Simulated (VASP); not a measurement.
# Si4Cl (P1) in VASP: single point with PBE

Aim: the single point of Si4Cl with PBE.

Program: VASP 6.6.1. These are calculated values, not measurements. Logs are shortened: lines on timing, memory, paths and dates and some standing lists are left out, and cuts for length are marked.

### 1 The cell of the first run

The typed cell holds 10 atoms: a = 5.766 Å, b = 5.940 Å, c = 7.425 Å, α = 77.11°, β = 80.56°, γ = 74.39°.

### 2 Single point, PBE

Input file INCAR:

```
SYSTEM = Si4Cl
PREC = Accurate
ENCUT = 520
EDIFF = 1E-6
ISMEAR = 0
SIGMA = 0.1
LREAL = .FALSE.
LASPH = .TRUE.
NELM = 100
ALGO = Normal
ISIF = 2
LWAVE = .FALSE.
LCHARG = .FALSE.
GGA = PE
NBANDS = 34
```

Input file KPOINTS:

```
Automatic mesh
0
G
  4 4 4
  0 0 0
```

Input file POSCAR:

```
Si4Cl
1.0
    5.7642337825     -0.1213370254     -0.0309305714
    1.7198235215      5.6816659222      0.2017016304
    1.2796760047      1.0872440435      7.2326661638
Si Cl
8 2
Direct
    0.1879074237      0.9499956847      0.3650875054
    0.4551905056      0.6842045108      0.8633459244
    0.7124172445      0.9497822793      0.7347610225
    0.4450295221      0.2154953225      0.2366334013
    0.1294548668      0.8582536052      0.6848769614
    0.7710169432      0.0428523433      0.4149707103
    0.5026739032      0.2605626500      0.9057602201
    0.3969256820      0.6389988845      0.1942266022
    0.1325365845      0.2801003240      0.8628216479
    0.7668473247      0.6197543955      0.2375160040
```

Potentials or basis: VASP PAW PBE potentials, release 64 (Si, Cl).

Launch:

```console
$ cat potpaw_PBE.64/Si/POTCAR potpaw_PBE.64/Cl/POTCAR > POTCAR
$ mpirun -np 1 vasp_std > vasp.out
```

OUTCAR:

```text
SYSTEM = Si4Cl
   PREC = Accurate
   ENCUT = 520
   EDIFF = 1E-6
   ISMEAR = 0
   LREAL = .FALSE.
   LASPH = .TRUE.
   NELM = 100
   ISIF = 2
   GGA = PE

 ion  position               nearest neighbor table
   1  0.188  0.950  0.365-   6 2.30   5 2.30   4 2.39   8 2.41
   2  0.455  0.684  0.863-   5 2.35   8 2.39   3 2.39   7 2.41
   3  0.712  0.950  0.735-   5 2.30   6 2.30   2 2.39   7 2.41
   4  0.445  0.215  0.237-   6 2.35   7 2.39   1 2.39   8 2.41
   5  0.129  0.858  0.685-   1 2.30   3 2.30   2 2.35   6 2.94
   6  0.771  0.043  0.415-   1 2.30   3 2.30   4 2.35   5 2.94
   7  0.503  0.261  0.906-   9 2.18   4 2.39   2 2.41   3 2.41
   8  0.397  0.639  0.194-  10 2.18   2 2.39   4 2.41   1 2.41
   9  0.133  0.280  0.863-   7 2.18
  10  0.767  0.620  0.238-   8 2.18

  LATTYP: Found a triclinic cell.
 ALAT       =     7.0771615292
 B/A-ratio  =     0.8392743970
 C/A-ratio  =     1.2182266956
 COS(alpha) =     0.0120912245
 COS(beta)  =     0.4398908012
 COS(gamma) =     0.6199906280

  Lattice vectors:

 A1 = (   4.0444102610,  -5.8030029476,  -0.2326322018)
 A2 = (  -1.7198235215,  -5.6816659222,  -0.2017016304)
 A3 = (   4.4845577778,  -1.2085810689,  -7.2635967352)

Analysis of symmetry for initial positions (statically):
=====================================================================
 Subroutine PRICEL returns:
 Original cell was already a primitive cell.

 Routine SETGRP: Setting up the symmetry group for a
 triclinic supercell.

 Subroutine GETGRP returns: Found  1 space group operations
 (whereof  1 operations were pure point group operations)
 out of a pool of  2 trial point group operations.

The static configuration has the point symmetry C_1 .

Analysis of symmetry for dynamics (positions and initial velocities):
=====================================================================
 Subroutine PRICEL returns:
 Original cell was already a primitive cell.

 Routine SETGRP: Setting up the symmetry group for a
 triclinic supercell.

 Subroutine GETGRP returns: Found  1 space group operations
 (whereof  1 operations were pure point group operations)
 out of a pool of  2 trial point group operations.

The dynamic configuration has the point symmetry C_1 .

 Subroutine INISYM returns: Found  1 space group operations
 (whereof  1 operations are pure point group operations),
 and found     1 'primitive' translations

----------------------------------------------------------------------------------------

                                     Primitive cell

  volume of cell :     237.2540

  direct lattice vectors                    reciprocal lattice vectors
     5.764233782 -0.121337025 -0.030930571     0.172280724 -0.051340739 -0.022763887
     1.719823521  5.681665922  0.201701630     0.003557205  0.175888948 -0.027069725
     1.279676005  1.087244043  7.232666164     0.000637558 -0.005124678  0.138919160

  length of vectors
     5.765593679  5.939680475  7.425034015     0.181203515  0.177995353  0.139015114

  position of ions in fractional coordinates (direct lattice)
     0.187907424  0.949995685  0.365087505
     0.455190506  0.684204511  0.863345924
     0.712417245  0.949782279  0.734761023
     0.445029522  0.215495322  0.236633401
     0.129454867  0.858253605  0.684876961
     0.771016943  0.042852343  0.414970710
     0.502673903  0.260562650  0.905760220
     0.396925682  0.638998884  0.194226602
     0.132536585  0.280100324  0.862821648
     0.766847325  0.619754396  0.237516004

  ion indices of the primitive-cell ions
   primitive index   ion index
                 1           1
                 2           2
                 3           3
                 4           4
                 5           5
                 6           6
                 7           7
                 8           8
                 9           9
                10          10

----------------------------------------------------------------------------------------

 KPOINTS: Automatic mesh

Automatic generation of k-mesh.
 Grid dimensions read from file:
 generate k-points for:    4    4    4

 Generating k-lattice:

  Cartesian coordinates                     Fractional coordinates (reciprocal lattice)
     0.043070181 -0.012835185 -0.005690972     0.250000000 -0.000000000  0.000000000
     0.000889301  0.043972237 -0.006767431    -0.000000000  0.250000000  0.000000000
     0.000159390 -0.001281170  0.034729790    -0.000000000  0.000000000  0.250000000

  Length of vectors
     0.045300879  0.044498838  0.034753778

  Shift w.r.t. Gamma in fractional coordinates (k-lattice)
     0.000000000  0.000000000  0.000000000

 Subroutine IBZKPT returns following result:
 ===========================================

 Found     36 irreducible k-points:

 Following reciprocal coordinates:
            Coordinates               Weight
  0.000000  0.000000  0.000000      1.000000
  0.250000 -0.000000  0.000000      2.000000
  0.500000 -0.000000  0.000000      1.000000
 -0.000000  0.250000  0.000000      2.000000
  0.250000  0.250000  0.000000      2.000000
  0.500000  0.250000  0.000000      2.000000
[... 16 lines left out ...]
  0.000000 -0.250000  0.250000      2.000000
  0.250000 -0.250000  0.250000      2.000000
 [... further k-points ...]
   k-points           NKPTS =     36   k-points in BZ     NKDIM =     36   number of bands    NBANDS=     34
   number of dos      NEDOS =    301   number of ions     NIONS =     10
   total plane-waves  NPLWV = 129024
   dimension x,y,z NGX =    48 NGY =   48 NGZ =   56
   dimension x,y,z NGXF=    96 NGYF=   96 NGZF=  112
   ions per type =               8   2
   NGX,Y,Z   is equivalent  to a cutoff of  13.84, 13.43, 12.54 a.u.
   NGXF,Y,Z  is equivalent  to a cutoff of  27.68, 26.87, 25.08 a.u.
 SYSTEM =  Si4Cl
   PREC   = accura    normal or accurate (medium, high low for compatibility)
   ISTART =      0    job   : 0-new  1-cont  2-samecut
   ICHARG =      2    charge: 1-file 2-atom 10-const
   ISPIN  =      1    spin polarized calculation?
   LNONCOLLINEAR =      F non collinear calculations
   LSORBIT =      F    spin-orbit coupling
   LASPH  =      T    aspherical Exc in radial PAW
   ENCUT  =  520.0 eV  38.22 Ry    6.18 a.u.  10.72 11.04 13.81*2*pi/ulx,y,z
   NELM   =    100;   NELMIN=  2; NELMDL= -5     # of ELM steps
   EDIFF  = 0.1E-05   stopping-criterion for ELM
   LREAL  =      F    real-space projection
   EDIFFG = 0.1E-04   stopping-criterion for IOM
   NSW    =      0    number of steps for IOM
   IBRION =     -1    ionic relax: 0-MD 1-quasi-New 2-CG
   NFREE  =      0    steps in history (QN), initial steepest desc. (CG)
   ISIF   =      2    stress and relaxation
   ISYM   =      2    0-nonsym 1-usesym 2-fastsym
   POTIM  = 0.5000    time-step for ionic-motion
   TEBEG  =    0.0;   TEEND  =   0.0 temperature during run
   PSTRESS=    0.0 pullay stress
   NELECT =      46.0000    total number of electrons
   NUPDOWN=      -1.0000    fix difference up-down
   EMIN   =  10.00;   EMAX   =-10.00  energy-range for DOS
   EFERMI =   0.00;   METHOD = LEGACY
   ISMEAR =     0;   SIGMA  =   0.10  broadening in eV -4-tet -1-fermi 0-gaus
   EFERMI_NEDOS =   21; number of points for ismear=-14 and -15
   IALGO  =     38    algorithm
   IMIX   =      4    mixing-type and parameters
     AMIX     =   0.40;   BMIX     =  1.00
     AMIX_MAG =   1.60;   BMIX_MAG =  1.00
  volume/ion in A,a.u.               =      23.73       160.11
  Fermi-wavevector in a.u.,A,eV,Ry     =   0.947523  1.790558 12.215298  0.897799
  Thomas-Fermi vector in A             =   2.075624
   LORBIT       =      0    0 simple, 1 ext, 2 COOP (PROOUT), +10 PAW based schemes
   GGA     = PE    functional components
   LHFCALC =     F    Hartree Fock is set to
   AEXX    =    0.0000 exact exchange contribution
   IVDW    =     0    specifies the selected vdW correction
   LEPSILON=     F    determine dielectric tensor
   LRPA    =     F    only Hartree local field effects (RPA)
 non-spin polarized calculation
 Gauss-broadening in eV      SIGMA  =   0.10
  energy-cutoff  :      520.00
  volume of cell :      237.25
 maximum number of plane-waves:      6412
 NGX is ok and might be reduce to    48
   NGX = 21   NGY = 23   NGZ = 27

 number of electron      45.9999999 magnetization

 Free energy of the ion-electron system (eV)
  ---------------------------------------------------
  ext. energy  EPLUGINS =         0.00000000
  ---------------------------------------------------
  free energy    TOTEN  =       -46.28111312 eV

  energy without entropy =      -46.27569996  energy(sigma->0) =      -46.27840654

 E-fermi :   4.5118     XC(G=0):  -8.5566

 val. band max:        4.4331143986   @ k =   0.0000   0.0000   0.0000
 cond. band min:       4.5210891543   @ k =   0.5000   0.5000   0.5000
 fundamental gap:      0.0879747557
 Fermi energy:         4.5117980831

 k-point     1 :       0.0000    0.0000    0.0000
  band No.  band energies     occupation
      1     -12.2721      2.00000
      2     -12.1589      2.00000
      3      -7.0726      2.00000
      4      -5.4694      2.00000
      5      -5.1562      2.00000
      6      -3.9979      2.00000
[... 26 lines left out ...]
     33       8.7594      0.00000
     34       9.0914      0.00000

 k-point     2 :       0.2500   -0.0000    0.0000
  band No.  band energies     occupation
      1     -12.2464      2.00000
      2     -12.1653      2.00000
      3      -6.9480      2.00000
      4      -5.8868      2.00000
      5      -4.9350      2.00000
      6      -4.0250      2.00000
[... 26 lines left out ...]
     33       8.1465      0.00000
     34       8.7194      0.00000
[... 775 lines left out ...]
     33       8.5018      0.00000
     34       8.8327      0.00000

 k-point    24 :       0.2500   -0.2500    0.2500
  band No.  band energies     occupation
      1     -12.2207      2.00000
      2     -12.1772      2.00000
      3      -6.7353      2.00000
      4      -6.2123      2.00000
      5      -5.0738      2.00000
      6      -4.1894      2.00000
[... 26 lines left out ...]
     33       8.2764      0.00000
     34       8.4745      0.00000

 [... further k-points ...]
[... 5 lines left out ...]
  --------------------------------------------------------------------------------------
  -------------------------------------------------------------------------------------
  Total       -0.1950757     -0.2009129      0.0984609     -0.0127074     -0.0341218     -0.0931010
  in kB       -1.3173472     -1.3567655      0.6649071     -0.0858132     -0.2304247     -0.6287114
  external PRESSURE =      -0.6697352 kB  Pullay stress =       0.0000000 kB

 VOLUME and BASIS-vectors are now :
 -----------------------------------------------------------------------------
  energy-cutoff  :      520.00
  volume of cell :      237.25
      direct lattice vectors                 reciprocal lattice vectors
     5.764233782 -0.121337025 -0.030930571     0.172280724 -0.051340739 -0.022763887
     1.719823521  5.681665922  0.201701630     0.003557205  0.175888948 -0.027069725
     1.279676005  1.087244043  7.232666164     0.000637558 -0.005124678  0.138919160

 POSITION                                       TOTAL-FORCE (eV/Angst)
 -----------------------------------------------------------------------------------
      3.18416      5.77170      2.82636        -0.007655      0.008174     -0.005698
      4.90534      4.77086      6.36822        -0.008665      0.005716      0.013786
      6.68025      6.10877      5.48382         0.005984     -0.008781      0.004647
      3.23868      1.42765      1.74119         0.005006     -0.012558     -0.019882
      3.09867      5.60523      5.12259        -0.006250     -0.006672      0.017140
      5.04905      0.60109      2.98614        -0.003836      0.004665     -0.004921
      4.50473      2.40422      6.58807        -0.011205      0.014425     -0.005435
      3.63548      3.79359      1.52139         0.019494     -0.004130      0.000038
      2.34983      2.51345      6.29290         0.034564     -0.001166      0.006693
      5.79010      3.68643      1.81916        -0.027436      0.000328     -0.006368
 -----------------------------------------------------------------------------------
    total drift:                               -0.000155     -0.000028      0.000102

  FREE ENERGIE OF THE ION-ELECTRON SYSTEM (eV)
  ---------------------------------------------------
  free  energy   TOTEN  =       -46.2811131154 eV

  energy  without entropy=      -46.2756999574  energy(sigma->0) =      -46.27840654
```

Wall time 7.8 min (1 thread of Intel Xeon 8259CL, shared host); peak memory 0.47 GiB.

Results:

- Free energy: -46.2811 eV
- Pressure: -0.1 GPa
- Largest force: 0.035 eV/Å
- Band gap on the k mesh: zero (bands 23 and 24 overlap by 0.22 eV)

Forces in eV/Å, atoms in the order of the input:
```
Si  -0.008  0.008 -0.006
Si  -0.009  0.006  0.014
Si   0.006 -0.009  0.005
Si   0.005 -0.013 -0.020
Si  -0.006 -0.007  0.017
Si  -0.004  0.005 -0.005
Si  -0.011  0.014 -0.005
Si   0.019 -0.004  0.000
Cl   0.035 -0.001  0.007
Cl  -0.027  0.000 -0.006
```

Levels at points of the mesh, in eV from the Fermi level:
```csv
k point,band 20,band 21,band 22,band 23,band 24,band 25,band 26,band 27
"(0.00, 0.00, 0.00)",-2.33,-2.01,-1.97,-0.08,0.49,1.34,1.50,1.94
"(0.50, 0.00, 0.00)",-2.35,-2.01,-1.81,-0.37,0.59,0.93,0.96,1.80
"(0.00, 0.50, 0.00)",-2.16,-2.10,-2.09,-0.80,0.19,1.15,1.36,1.45
"(0.50, 0.50, 0.00)",-1.98,-1.80,-1.34,0.23,0.54,1.12,1.19,1.51
"(0.00, 0.00, 0.50)",-2.66,-2.09,-1.98,-0.81,0.70,1.32,1.78,2.03
"(0.50, 0.00, 0.50)",-2.59,-2.35,-1.48,-0.26,0.54,0.58,1.29,1.31
"(0.00, 0.50, 0.50)",-2.32,-2.30,-1.95,-1.24,0.36,0.89,1.11,1.90
"(0.50, 0.50, 0.50)",-2.55,-2.02,-1.82,-0.23,0.01,1.00,1.10,1.37
```
